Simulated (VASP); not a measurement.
# AlN (I4/mmm) in VASP: notebook

AlN is run at these levels: PBE; tasks: single point.

Everything below comes from runs of VASP 6.6.1. Logs are shortened: lines on timing, memory, paths and dates and some standing lists are left out, and cuts for length are marked.

## 1. The cell of the first run

The structure is tetragonal, space group I4/mmm (No. 139). The conventional cell has a = 2.855 Å, b = 2.855 Å, c = 4.199 Å, α = 90.00°, β = 90.00°, γ = 90.00°. Within 2.7 Å of Al (site symmetry 4/mmm) lie 6 N at 2.02 to 2.10 Å. N (site symmetry 4/mmm) has 6 Al at 2.02 to 2.10 Å within 2.7 Å.

## 2. Single point, PBE (uniaxial z strain +4.0%)

File INCAR:

```
ALGO = Normal
EDIFF = 1E-6
ENCUT = 520
GGA = PE
ISIF = 2
ISMEAR = 0
LASPH = True
LCHARG = False
LREAL = False
LWAVE = False
NBANDS = 11
NELM = 60
PREC = Accurate
SIGMA = 0.01
```

File KPOINTS:

```
k-points
0
Gamma
  6 6 6
```

File POSCAR:

```
AlN
1.0
    0.0000000000      2.0188684521      2.0996231902
    2.0188684521      0.0000000000      2.0996231902
    2.0188684521      2.0188684521      0.0000000000
Al N
1 1
Direct
    0.0000000000      0.0000000000      0.0000000000
    0.5000000000      0.5000000000      0.5000000000
```

Potentials or basis: VASP PAW PBE potentials, release 64 (Al, N).

The run is started by

```bash
$ cat potpaw_PBE.64/Al/POTCAR potpaw_PBE.64/N/POTCAR > POTCAR
$ mpirun -np 1 vasp_std > vasp.out
```

OUTCAR:

```text
EDIFF = 1E-6
   ENCUT = 520
   GGA = PE
   ISIF = 2
   ISMEAR = 0
   LASPH = True
   LREAL = False
   NELM = 60
   PREC = Accurate

 ion  position               nearest neighbor table
   1  0.000  0.000  0.000-   2 2.02   2 2.02   2 2.02   2 2.02   2 2.10   2 2.10
   2  0.500  0.500  0.500-   1 2.02   1 2.02   1 2.02   1 2.02   1 2.10   1 2.10

  LATTYP: Found a body centered tetragonal cell.
 ALAT       =     2.8551111456
 C/A-ratio  =     1.4707821049

  Lattice vectors:

 A1 = (  -2.0188684521,   0.0000000000,   2.0996231902)
 A2 = (   2.0188684521,   0.0000000000,   2.0996231902)
 A3 = (   0.0000000000,   2.0188684521,  -2.0996231902)

Analysis of symmetry for initial positions (statically):
=====================================================================
 Subroutine PRICEL returns:
 Original cell was already a primitive cell.

 Routine SETGRP: Setting up the symmetry group for a
 body centered tetragonal supercell.

 Subroutine GETGRP returns: Found 16 space group operations
 (whereof 16 operations were pure point group operations)
 out of a pool of 16 trial point group operations.

The static configuration has the point symmetry D_4h.

Analysis of symmetry for dynamics (positions and initial velocities):
=====================================================================
 Subroutine PRICEL returns:
 Original cell was already a primitive cell.

 Routine SETGRP: Setting up the symmetry group for a
 body centered tetragonal supercell.

 Subroutine GETGRP returns: Found 16 space group operations
 (whereof 16 operations were pure point group operations)
 out of a pool of 16 trial point group operations.

The dynamic configuration has the point symmetry D_4h.

 Subroutine INISYM returns: Found 16 space group operations
 (whereof 16 operations are pure point group operations),
 and found     1 'primitive' translations

----------------------------------------------------------------------------------------

                                     Primitive cell

  volume of cell :      17.1154

  direct lattice vectors                    reciprocal lattice vectors
     0.000000000  2.018868452  2.099623190    -0.247663487  0.247663487  0.238137968
     2.018868452  0.000000000  2.099623190     0.247663487 -0.247663487  0.238137968
     2.018868452  2.018868452  0.000000000     0.247663487  0.247663487 -0.238137968

  length of vectors
     2.912773140  2.912773140  2.855111146     0.423537598  0.423537598  0.423537598

  position of ions in fractional coordinates (direct lattice)
     0.000000000  0.000000000  0.000000000
     0.500000000  0.500000000  0.500000000

  ion indices of the primitive-cell ions
   primitive index   ion index
                 1           1
                 2           2

----------------------------------------------------------------------------------------

 KPOINTS: k-points

Automatic generation of k-mesh.
 Grid dimensions read from file:
 generate k-points for:    6    6    6

 Generating k-lattice:

  Cartesian coordinates                     Fractional coordinates (reciprocal lattice)
    -0.041277248  0.041277248  0.039689661     0.166666667  0.000000000  0.000000000
     0.041277248 -0.041277248  0.039689661     0.000000000  0.166666667  0.000000000
     0.041277248  0.041277248 -0.039689661    -0.000000000 -0.000000000  0.166666667

  Length of vectors
     0.070589600  0.070589600  0.070589600

  Shift w.r.t. Gamma in fractional coordinates (k-lattice)
     0.000000000  0.000000000  0.000000000

 Subroutine IBZKPT returns following result:
 ===========================================

 Found     30 irreducible k-points:

 Following reciprocal coordinates:
            Coordinates               Weight
  0.000000  0.000000  0.000000      1.000000
  0.166667 -0.000000  0.000000      8.000000
  0.333333 -0.000000  0.000000      8.000000
  0.500000 -0.000000  0.000000      4.000000
  0.166667  0.166667  0.000000      2.000000
  0.333333  0.166667  0.000000      8.000000
[... 16 lines left out ...]
  0.333333  0.000000  0.333333      4.000000
  0.500000 -0.000000  0.333333     16.000000
 [... further k-points ...]
   k-points           NKPTS =     30   k-points in BZ     NKDIM =     30   number of bands    NBANDS=     11
   number of dos      NEDOS =    301   number of ions     NIONS =      2
   total plane-waves  NPLWV =  13824
   dimension x,y,z NGX =    24 NGY =   24 NGZ =   24
   dimension x,y,z NGXF=    48 NGYF=   48 NGZF=   48
   ions per type =               1   1
   NGX,Y,Z   is equivalent  to a cutoff of  13.70, 13.70, 13.97 a.u.
   NGXF,Y,Z  is equivalent  to a cutoff of  27.40, 27.40, 27.95 a.u.
 SYSTEM =  unknown system
   PREC   = accura    normal or accurate (medium, high low for compatibility)
   ISTART =      0    job   : 0-new  1-cont  2-samecut
   ICHARG =      2    charge: 1-file 2-atom 10-const
   ISPIN  =      1    spin polarized calculation?
   LNONCOLLINEAR =      F non collinear calculations
   LSORBIT =      F    spin-orbit coupling
   LASPH  =      T    aspherical Exc in radial PAW
   ENCUT  =  520.0 eV  38.22 Ry    6.18 a.u.   5.42  5.42  5.31*2*pi/ulx,y,z
   NELM   =     60;   NELMIN=  2; NELMDL= -5     # of ELM steps
   EDIFF  = 0.1E-05   stopping-criterion for ELM
   LREAL  =      F    real-space projection
   EDIFFG = 0.1E-04   stopping-criterion for IOM
   NSW    =      0    number of steps for IOM
   IBRION =     -1    ionic relax: 0-MD 1-quasi-New 2-CG
   NFREE  =      0    steps in history (QN), initial steepest desc. (CG)
   ISIF   =      2    stress and relaxation
   ISYM   =      2    0-nonsym 1-usesym 2-fastsym
   POTIM  = 0.5000    time-step for ionic-motion
   TEBEG  =    0.0;   TEEND  =   0.0 temperature during run
   PSTRESS=    0.0 pullay stress
   NELECT =       8.0000    total number of electrons
   NUPDOWN=      -1.0000    fix difference up-down
   EMIN   =  10.00;   EMAX   =-10.00  energy-range for DOS
   EFERMI =   0.00;   METHOD = LEGACY
   ISMEAR =     0;   SIGMA  =   0.01  broadening in eV -4-tet -1-fermi 0-gaus
   EFERMI_NEDOS =   21; number of points for ismear=-14 and -15
   IALGO  =     38    algorithm
   IMIX   =      4    mixing-type and parameters
     AMIX     =   0.40;   BMIX     =  1.00
     AMIX_MAG =   1.60;   BMIX_MAG =  1.00
  volume/ion in A,a.u.               =       8.56        57.75
  Fermi-wavevector in a.u.,A,eV,Ry     =   1.270503  2.400903 21.962223  1.614178
  Thomas-Fermi vector in A             =   2.403487
   LORBIT       =      0    0 simple, 1 ext, 2 COOP (PROOUT), +10 PAW based schemes
   GGA     = PE    functional components
   LHFCALC =     F    Hartree Fock is set to
   AEXX    =    0.0000 exact exchange contribution
   IVDW    =     0    specifies the selected vdW correction
   LEPSILON=     F    determine dielectric tensor
   LRPA    =     F    only Hartree local field effects (RPA)
 non-spin polarized calculation
 Gauss-broadening in eV      SIGMA  =   0.01
  energy-cutoff  :      520.00
  volume of cell :       17.12
 maximum number of plane-waves:       479
 NGX is ok and might be reduce to    24
   NGX = 11   NGY = 11   NGZ = 11

 number of electron       8.0000000 magnetization

 Free energy of the ion-electron system (eV)
  ---------------------------------------------------
  ext. energy  EPLUGINS =         0.00000000
  ---------------------------------------------------
  free energy    TOTEN  =       -14.52548344 eV

  energy without entropy =      -14.52548344  energy(sigma->0) =      -14.52548344

 E-fermi :   9.8217     XC(G=0): -12.1188

 val. band max:        9.6905702590   @ k =   0.0000   0.0000   0.0000
 cond. band min:      13.6840083817   @ k =   0.5000   0.0000   0.5000
 fundamental gap:      3.9934381227
 Fermi energy:         9.8217046752

 k-point     1 :       0.0000    0.0000    0.0000
  band No.  band energies     occupation
      1      -7.7262      2.00000
      2       9.4230      2.00000
      3       9.4230      2.00000
      4       9.6906      2.00000
      5      14.6733      0.00000
      6      21.2398      0.00000
      7      21.7564      0.00000
      8      21.7564      0.00000
      9      26.4506      0.00000
     10      26.6358      0.00000
     11      26.6982      0.00000

 k-point     2 :       0.1667   -0.0000    0.0000
  band No.  band energies     occupation
      1      -7.1827      2.00000
      2       7.1350      2.00000
      3       9.1814      2.00000
      4       9.2668      2.00000
      5      15.9100      0.00000
      6      20.0955      0.00000
      7      21.7357      0.00000
      8      22.3260      0.00000
      9      24.4307      0.00000
     10      25.1133      0.00000
     11      26.9210      0.00000

 k-point     3 :       0.3333   -0.0000    0.0000
  band No.  band energies     occupation
      1      -5.7396      2.00000
      2       3.4343      2.00000
      3       8.6765      2.00000
      4       8.7594      2.00000
      5      15.7544      0.00000
      6      20.4876      0.00000
      7      21.2414      0.00000
      8      21.3364      0.00000
      9      25.6023      0.00000
     10      27.0708      0.00000
     11      27.0998      0.00000

 k-point     4 :       0.5000   -0.0000    0.0000
  band No.  band energies     occupation
      1      -4.6036      2.00000
      2       1.4315      2.00000
      3       8.4192      2.00000
      4       8.5721      2.00000
      5      15.3799      0.00000
      6      19.8943      0.00000
      7      20.6727      0.00000
      8      22.2644      0.00000
      9      25.2581      0.00000
     10      29.7933      0.00000
     11      29.8550      0.00000
[... 239 lines left out ...]
 k-point    22 :      -0.3333    0.5000    0.1667
  band No.  band energies     occupation
      1      -3.6951      2.00000
      2       3.0416      2.00000
      3       5.2644      2.00000
      4       5.9495      2.00000
      5      16.4023      0.00000
      6      18.0604      0.00000
      7      21.6131      0.00000
      8      22.8957      0.00000
      9      27.3295      0.00000
     10      30.6952      0.00000
     11      33.6359      0.00000

 k-point    23 :       0.3333    0.0000    0.3333
  band No.  band energies     occupation
      1      -5.0555      2.00000
      2       4.2048      2.00000
      3       7.0397      2.00000
      4       7.5109      2.00000
      5      15.3903      0.00000
      6      15.7485      0.00000
      7      21.5350      0.00000
      8      24.4278      0.00000
      9      25.5063      0.00000
     10      30.0944      0.00000
     11      33.8897      0.00000

 k-point    24 :       0.5000   -0.0000    0.3333
  band No.  band energies     occupation
      1      -3.9343      2.00000
      2       3.0249      2.00000
      3       5.6193      2.00000
      4       7.1034      2.00000
      5      14.8270      0.00000
      6      16.9071      0.00000
      7      22.0158      0.00000
      8      24.2068      0.00000
      9      25.7836      0.00000
     10      32.2743      0.00000
     11      33.7940      0.00000

 [... further k-points ...]
[... 5 lines left out ...]
  --------------------------------------------------------------------------------------
  -------------------------------------------------------------------------------------
  Total       -0.0476271     -0.0476271     -0.9496984      0.0000000      0.0000000      0.0000000
  in kB       -4.4583863     -4.4583863    -88.9014636      0.0000000      0.0000000      0.0000000
  external PRESSURE =     -32.6060787 kB  Pullay stress =       0.0000000 kB

 VOLUME and BASIS-vectors are now :
 -----------------------------------------------------------------------------
  energy-cutoff  :      520.00
  volume of cell :       17.12
      direct lattice vectors                 reciprocal lattice vectors
     0.000000000  2.018868452  2.099623190    -0.247663487  0.247663487  0.238137968
     2.018868452  0.000000000  2.099623190     0.247663487 -0.247663487  0.238137968
     2.018868452  2.018868452  0.000000000     0.247663487  0.247663487 -0.238137968

 POSITION                                       TOTAL-FORCE (eV/Angst)
 -----------------------------------------------------------------------------------
      0.00000      0.00000      0.00000         0.000000      0.000000     -0.000000
      2.01887      2.01887      2.09962        -0.000000     -0.000000      0.000000
 -----------------------------------------------------------------------------------
    total drift:                               -0.000000     -0.000000      0.000000

  FREE ENERGIE OF THE ION-ELECTRON SYSTEM (eV)
  ---------------------------------------------------
  free  energy   TOTEN  =       -14.5254834367 eV

  energy  without entropy=      -14.5254834367  energy(sigma->0) =      -14.52548344
```

Run time: 6.3 s. Hardware: 1 thread of Intel Xeon 8259CL, shared host; peak memory 0.13 GiB.

What came out:

| Property | Result |
| --- | --- |
| Free energy | -14.5255 eV |
| Pressure | -3.3 GPa |
| Band gap on the k mesh | 3.99 eV, indirect (least direct gap 4.98 eV) |

Caveat: the k points lie up to 0.44 Å⁻¹ apart; the cell differs from its parent crystal (uniaxial z strain +4.0%).

## 3. Single point, PBE (uniaxial z strain -4.0%)

File INCAR:

```
ALGO     = Normal         # electronic algorithm
EDIFF    = 1E-6           # SCF threshold, eV
ENCUT    = 520            # plane-wave cutoff, eV
GGA      = PE             # functional
ISIF     = 2              # what is computed and relaxed
ISMEAR   = -1             # smearing method
LASPH    = T              # aspherical terms in the spheres
LCHARG   = F              # write CHGCAR
LREAL    = F              # projectors in reciprocal space
LWAVE    = F              # write WAVECAR
NBANDS   = 11             # bands
NELM     = 80             # most SCF steps
PREC     = Accurate       # precision mode
SIGMA    = 0.02           # smearing width, eV
```

File KPOINTS:

```
k-points
0
Gamma
  10 10 10
```

File POSCAR:

```
AlN
1.0
    0.0000000000      2.0188684521      1.9381137141
    2.0188684521      0.0000000000      1.9381137141
    2.0188684521      2.0188684521      0.0000000000
Al N
1 1
Direct
    0.0000000000      0.0000000000      0.0000000000
    0.5000000000      0.5000000000      0.5000000000
```

Potentials or basis: VASP PAW PBE potentials, release 64 (Al, N).

The run is started by

```bash
$ cat potpaw_PBE.64/Al/POTCAR potpaw_PBE.64/N/POTCAR > POTCAR
$ mpirun -np 1 vasp_std > vasp.out
```

It took 17 s on 1 thread of Intel Xeon 8259CL, shared host; peak memory 0.14 GiB.

It converged, with:

| Property | Result |
| --- | --- |
| Free energy | -14.4671 eV |
| Pressure | 19.3 GPa |
| Band gap on the k mesh | 4.72 eV, indirect (least direct gap 6.21 eV) |

Stress tensor (GPa, compression positive):
```
13.86  0.00  0.00
 0.00 13.86  0.00
 0.00  0.00 30.14
```

Levels at points of the mesh, in eV from the valence-band top:
```
           k point  band 1  band 2  band 3  band 4  band 5  band 6  band 7  band 8  band 9
(0.00, 0.00, 0.00)  -18.07   -0.31    0.00    0.00    6.21   12.05   12.05   12.61   17.34
(0.50, 0.00, 0.00)  -14.62   -8.69   -1.35   -1.19    6.27   10.80   11.86   13.85   16.53
(0.50, 0.50, 0.00)  -13.36   -7.64   -3.23   -3.23    4.72    4.86   14.85   17.60   17.60
(0.50, 0.00, 0.50)  -13.70   -7.85   -3.16   -2.64    5.10    5.28   14.33   17.33   18.73
```

Caveat: the cell differs from its parent crystal (uniaxial z strain -4.0%). A k mesh can miss the band edges.
